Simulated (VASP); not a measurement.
# Ga3Se (P4mm) in VASP: single point with PBEsol

Aim: the single point of Ga3Se with PBEsol.

Program: VASP 6.6.1. These are calculated values, not measurements. Logs are shortened: lines on timing, memory, paths and dates and some standing lists are left out, and cuts for length are marked.

## (1) The cell of the first run

Symmetry: P4mm, No. 99, tetragonal system. The conventional cell has a = 4.337 Å, b = 4.337 Å, c = 4.270 Å, α = 90.00°, β = 90.00°, γ = 90.00°. Within 3.7 Å of Ga (site symmetry 4mm) lie 8 Ga at 2.82 to 3.29 Å and 4 Se at 3.14 Å. Ga (site symmetry 2mm) has 4 Se at 2.81 to 3.29 Å and 8 Ga at 2.82 to 3.29 Å within 3.7 Å. Within 3.7 Å of Se (site symmetry 4mm) lie 12 Ga at 2.81 to 3.29 Å.

## (2) Single point, PBEsol (strained and its atoms moved)

Contents of INCAR:

```
ALGO     = Normal         # electronic algorithm
EDIFF    = 1E-6           # SCF threshold, eV
ENCUT    = 520            # plane-wave cutoff, eV
GGA      = PS             # functional
ISIF     = 2              # what is computed and relaxed
ISMEAR   = 0              # smearing method
LASPH    = T              # aspherical terms in the spheres
LCHARG   = F              # write CHGCAR
LREAL    = F              # projectors in reciprocal space
LWAVE    = F              # write WAVECAR
NBANDS   = 30             # bands
NELM     = 100            # most SCF steps
PREC     = Accurate       # precision mode
SIGMA    = 0.1            # smearing width, eV
```

Contents of KPOINTS:

```
k-points
0
Gamma
  8 8 8
```

Contents of POSCAR:

```
Ga3Se
1.0
    4.2701038070      0.0000000000      0.0000000000
    0.0000000000      4.3365907820      0.0000000000
    0.0000000000      0.0000000000      4.3365907820
Ga Se
3 1
Direct
    0.0793261238      0.5000000000      0.5000000000
    0.5004360011      0.0000000000      0.5000000000
    0.5004360011      0.5000000000      0.0000000000
   -0.0801981259      0.0000000000      0.0000000000
```

Potentials or basis: VASP PAW PBE potentials, release 64 (Ga_d, Se).

The run is started by

```console
$ cat potpaw_PBE.64/Ga_d/POTCAR potpaw_PBE.64/Se/POTCAR > POTCAR
$ mpirun -np 1 vasp_std > vasp.out
```

OUTCAR:

```text
EDIFF = 1E-6
   ENCUT = 520
   GGA = PS
   ISIF = 2
   ISMEAR = 0
   LASPH = T
   LREAL = F
   NELM = 100
   PREC = Accurate

 ion  position               nearest neighbor table
   1  0.079  0.500  0.500-   2 2.82   3 2.82   3 2.82   2 2.82
   2  0.500  0.000  0.500-   4 2.81   4 2.81   1 2.82   1 2.82
   3  0.500  0.500  0.000-   4 2.81   4 2.81   1 2.82   1 2.82
   4  0.920  0.000  0.000-   2 2.81   3 2.81   2 2.81   3 2.81

  LATTYP: Found a simple tetragonal cell.
 ALAT       =     4.3365907820
 C/A-ratio  =     0.9846683770

  Lattice vectors:

 A1 = (   0.0000000000,   4.3365907820,   0.0000000000)
 A2 = (   0.0000000000,   0.0000000000,   4.3365907820)
 A3 = (   4.2701038070,   0.0000000000,   0.0000000000)

Analysis of symmetry for initial positions (statically):
=====================================================================
 Subroutine PRICEL returns:
 Original cell was already a primitive cell.

 Routine SETGRP: Setting up the symmetry group for a
 simple tetragonal supercell.

 Subroutine GETGRP returns: Found  8 space group operations
 (whereof  8 operations were pure point group operations)
 out of a pool of 16 trial point group operations.

The static configuration has the point symmetry C_4v.

Analysis of symmetry for dynamics (positions and initial velocities):
=====================================================================
 Subroutine PRICEL returns:
 Original cell was already a primitive cell.

 Routine SETGRP: Setting up the symmetry group for a
 simple tetragonal supercell.

 Subroutine GETGRP returns: Found  8 space group operations
 (whereof  8 operations were pure point group operations)
 out of a pool of 16 trial point group operations.

The dynamic configuration has the point symmetry C_4v.

 Subroutine INISYM returns: Found  8 space group operations
 (whereof  8 operations are pure point group operations),
 and found     1 'primitive' translations

----------------------------------------------------------------------------------------

                                     Primitive cell

  volume of cell :      80.3037

  direct lattice vectors                    reciprocal lattice vectors
     4.270103807  0.000000000  0.000000000     0.234186344  0.000000000  0.000000000
     0.000000000  4.336590782  0.000000000     0.000000000  0.230595887  0.000000000
     0.000000000  0.000000000  4.336590782     0.000000000  0.000000000  0.230595887

  length of vectors
     4.270103807  4.336590782  4.336590782     0.234186344  0.230595887  0.230595887

  position of ions in fractional coordinates (direct lattice)
     0.079326124  0.500000000  0.500000000
     0.500436001  0.000000000  0.500000000
     0.500436001  0.500000000  0.000000000
     0.919801874  0.000000000  0.000000000

  ion indices of the primitive-cell ions
   primitive index   ion index
                 1           1
                 2           2
                 3           3
                 4           4

----------------------------------------------------------------------------------------

 KPOINTS: k-points

Automatic generation of k-mesh.
 Grid dimensions read from file:
 generate k-points for:    8    8    8

 Generating k-lattice:

  Cartesian coordinates                     Fractional coordinates (reciprocal lattice)
     0.029273293  0.000000000  0.000000000     0.125000000  0.000000000  0.000000000
     0.000000000  0.028824486  0.000000000     0.000000000  0.125000000  0.000000000
     0.000000000  0.000000000  0.028824486     0.000000000  0.000000000  0.125000000

  Length of vectors
     0.029273293  0.028824486  0.028824486

  Shift w.r.t. Gamma in fractional coordinates (k-lattice)
     0.000000000  0.000000000  0.000000000

 Subroutine IBZKPT returns following result:
 ===========================================

 Found     75 irreducible k-points:

 Following reciprocal coordinates:
            Coordinates               Weight
  0.000000  0.000000  0.000000      1.000000
  0.125000  0.000000  0.000000      2.000000
  0.250000  0.000000  0.000000      2.000000
  0.375000  0.000000  0.000000      2.000000
  0.500000  0.000000  0.000000      1.000000
  0.000000  0.125000  0.000000      4.000000
[... 16 lines left out ...]
  0.250000  0.500000  0.000000      4.000000
  0.375000  0.500000  0.000000      4.000000
 [... further k-points ...]
   k-points           NKPTS =     75   k-points in BZ     NKDIM =     75   number of bands    NBANDS=     30
   number of dos      NEDOS =    301   number of ions     NIONS =      4
   total plane-waves  NPLWV =  32768
   dimension x,y,z NGX =    32 NGY =   32 NGZ =   32
   dimension x,y,z NGXF=    64 NGYF=   64 NGZF=   64
   ions per type =               3   1
   NGX,Y,Z   is equivalent  to a cutoff of  12.46, 12.27, 12.27 a.u.
   NGXF,Y,Z  is equivalent  to a cutoff of  24.92, 24.53, 24.53 a.u.
 SYSTEM =  unknown system
   PREC   = accura    normal or accurate (medium, high low for compatibility)
   ISTART =      0    job   : 0-new  1-cont  2-samecut
   ICHARG =      2    charge: 1-file 2-atom 10-const
   ISPIN  =      1    spin polarized calculation?
   LNONCOLLINEAR =      F non collinear calculations
   LSORBIT =      F    spin-orbit coupling
   LASPH  =      T    aspherical Exc in radial PAW
   ENCUT  =  520.0 eV  38.22 Ry    6.18 a.u.   7.94  8.06  8.06*2*pi/ulx,y,z
   NELM   =    100;   NELMIN=  2; NELMDL= -5     # of ELM steps
   EDIFF  = 0.1E-05   stopping-criterion for ELM
   LREAL  =      F    real-space projection
   EDIFFG = 0.1E-04   stopping-criterion for IOM
   NSW    =      0    number of steps for IOM
   IBRION =     -1    ionic relax: 0-MD 1-quasi-New 2-CG
   NFREE  =      0    steps in history (QN), initial steepest desc. (CG)
   ISIF   =      2    stress and relaxation
   ISYM   =      2    0-nonsym 1-usesym 2-fastsym
   POTIM  = 0.5000    time-step for ionic-motion
   TEBEG  =    0.0;   TEEND  =   0.0 temperature during run
   PSTRESS=    0.0 pullay stress
   NELECT =      45.0000    total number of electrons
   NUPDOWN=      -1.0000    fix difference up-down
   EMIN   =  10.00;   EMAX   =-10.00  energy-range for DOS
   EFERMI =   0.00;   METHOD = LEGACY
   ISMEAR =     0;   SIGMA  =   0.10  broadening in eV -4-tet -1-fermi 0-gaus
   EFERMI_NEDOS =   21; number of points for ismear=-14 and -15
   IALGO  =     38    algorithm
   IMIX   =      4    mixing-type and parameters
     AMIX     =   0.40;   BMIX     =  1.00
     AMIX_MAG =   1.60;   BMIX_MAG =  1.00
  volume/ion in A,a.u.               =      20.08       135.48
  Fermi-wavevector in a.u.,A,eV,Ry     =   1.349690  2.550543 24.785216  1.821662
  Thomas-Fermi vector in A             =   2.477256
   LORBIT       =      0    0 simple, 1 ext, 2 COOP (PROOUT), +10 PAW based schemes
   GGA     = PS    functional components
   LHFCALC =     F    Hartree Fock is set to
   AEXX    =    0.0000 exact exchange contribution
   IVDW    =     0    specifies the selected vdW correction
   LEPSILON=     F    determine dielectric tensor
   LRPA    =     F    only Hartree local field effects (RPA)
 non-spin polarized calculation
 Gauss-broadening in eV      SIGMA  =   0.10
  energy-cutoff  :      520.00
  volume of cell :       80.30
 maximum number of plane-waves:      2224
 NGX is ok and might be reduce to    32
   NGX = 15   NGY = 17   NGZ = 17

 number of electron      45.0000042 magnetization

 Free energy of the ion-electron system (eV)
  ---------------------------------------------------
  ext. energy  EPLUGINS =         0.00000000
  ---------------------------------------------------
  free energy    TOTEN  =       -14.02431961 eV

  energy without entropy =      -14.01419855  energy(sigma->0) =      -14.01925908

 E-fermi :   5.1864     XC(G=0): -10.7717

 val. band max:        5.1788676337   @ k =   0.1250   0.5000   0.5000
 cond. band min:       5.1963094680   @ k =   0.2500   0.5000   0.0000
 fundamental gap:      0.0174418343
 Fermi energy:         5.1863869907

 k-point     1 :       0.0000    0.0000    0.0000
  band No.  band energies     occupation
      1      -9.9015      2.00000
      2      -9.8466      2.00000
      3      -9.8224      2.00000
      4      -9.8224      2.00000
      5      -9.7884      2.00000
      6      -9.7377      2.00000
[... 22 lines left out ...]
     29      10.5620      0.00000
     30      12.3713      0.00000

 k-point     2 :       0.1250    0.0000    0.0000
  band No.  band energies     occupation
      1      -9.8897      2.00000
      2      -9.8451      2.00000
      3      -9.8160      2.00000
      4      -9.8160      2.00000
      5      -9.7862      2.00000
      6      -9.7312      2.00000
[... 22 lines left out ...]
     29      11.1079      0.00000
     30      12.4806      0.00000

 k-point     3 :       0.2500    0.0000    0.0000
  band No.  band energies     occupation
      1      -9.8617      2.00000
      2      -9.8415      2.00000
      3      -9.7991      2.00000
      4      -9.7991      2.00000
      5      -9.7798      2.00000
      6      -9.7142      2.00000
[... 22 lines left out ...]
     29      11.9581      0.00000
     30      12.8046      0.00000

 k-point     4 :       0.3750    0.0000    0.0000
  band No.  band energies     occupation
      1      -9.8378      2.00000
      2      -9.8349      2.00000
      3      -9.7801      2.00000
      4      -9.7801      2.00000
      5      -9.7706      2.00000
      6      -9.6940      2.00000
[... 22 lines left out ...]
     29      11.6046      0.00000
     30      12.0426      0.00000

 k-point     5 :       0.5000    0.0000    0.0000
  band No.  band energies     occupation
      1      -9.8362      2.00000
      2      -9.8246      2.00000
      3      -9.7715      2.00000
      4      -9.7715      2.00000
      5      -9.7650      2.00000
      6      -9.6889      2.00000
[... 22 lines left out ...]
     29      10.4872      0.00000
     30      11.4548      0.00000
[... 526 lines left out ...]
     29      10.7345      0.00000
     30      12.1565      0.00000

 k-point    22 :       0.1250    0.5000    0.0000
  band No.  band energies     occupation
      1      -9.8122      2.00000
      2      -9.7975      2.00000
      3      -9.7580      2.00000
      4      -9.7272      2.00000
      5      -9.7257      2.00000
      6      -9.7187      2.00000
[... 22 lines left out ...]
     29      11.1417      0.00000
     30      11.4379      0.00000

 k-point    23 :       0.2500    0.5000    0.0000
  band No.  band energies     occupation
      1      -9.8214      2.00000
      2      -9.7818      2.00000
      3      -9.7575      2.00000
      4      -9.7348      2.00000
      5      -9.7280      2.00000
      6      -9.7152      2.00000
[... 22 lines left out ...]
     29       9.6330      0.00000
     30      12.3100      0.00000

 k-point    24 :       0.3750    0.5000    0.0000
  band No.  band energies     occupation
      1      -9.8291      2.00000
      2      -9.7637      2.00000
      3      -9.7598      2.00000
      4      -9.7413      2.00000
      5      -9.7402      2.00000
      6      -9.7092      2.00000
[... 22 lines left out ...]
     29      10.5060      0.00000
     30      13.0569      0.00000

 [... further k-points ...]

------------------------ aborting loop because EDIFF is reached ----------------------------------------

  FORCE on cell =-STRESS in cart. coord.  units (eV):
  Direction    XX          YY          ZZ          XY          YZ          ZX
  --------------------------------------------------------------------------------------
  -------------------------------------------------------------------------------------
  Total       -0.6983395      0.2111637      0.2111637      0.0000000      0.0000000     -0.0000000
  in kB      -13.9329120      4.2130291      4.2130291      0.0000000      0.0000000     -0.0000000
  external PRESSURE =      -1.8356179 kB  Pullay stress =       0.0000000 kB

 VOLUME and BASIS-vectors are now :
 -----------------------------------------------------------------------------
  energy-cutoff  :      520.00
  volume of cell :       80.30
      direct lattice vectors                 reciprocal lattice vectors
     4.270103807  0.000000000  0.000000000     0.234186344  0.000000000  0.000000000
     0.000000000  4.336590782  0.000000000     0.000000000  0.230595887  0.000000000
     0.000000000  0.000000000  4.336590782     0.000000000  0.000000000  0.230595887

 POSITION                                       TOTAL-FORCE (eV/Angst)
 -----------------------------------------------------------------------------------
      0.33873      2.16830      2.16830        -0.158811      0.000000     -0.000000
      2.13691      0.00000      2.16830         0.082195      0.000000      0.000000
      2.13691      2.16830      0.00000         0.082195      0.000000      0.000000
      3.92765      0.00000      0.00000        -0.005579      0.000000     -0.000000
 -----------------------------------------------------------------------------------
    total drift:                                0.000693     -0.000000      0.000012

  FREE ENERGIE OF THE ION-ELECTRON SYSTEM (eV)
  ---------------------------------------------------
  free  energy   TOTEN  =       -14.0243196050 eV

  energy  without entropy=      -14.0141985464  energy(sigma->0) =      -14.01925908
```

Wall time 70 s (1 thread of Intel Xeon Platinum 8488C (Sapphire Rapids), shared host); peak memory 0.27 GiB.

Results:

```
Free energy            : -14.0243 eV
Pressure               : -0.2 GPa
Largest force          : 0.159 eV/Å
Band gap on the k mesh : zero (an odd number of electrons rules out a gap without spin polarisation)
```

Forces in eV/Å, atoms in the order of the input:
```
Ga  -0.159  0.000  0.000
Ga   0.082  0.000  0.000
Ga   0.082  0.000  0.000
Se  -0.006  0.000  0.000
```

Caveat: the cell differs from its parent crystal (strained and its atoms moved); the PAW data sets were made with another functional, which shifts forces and pressure a little.
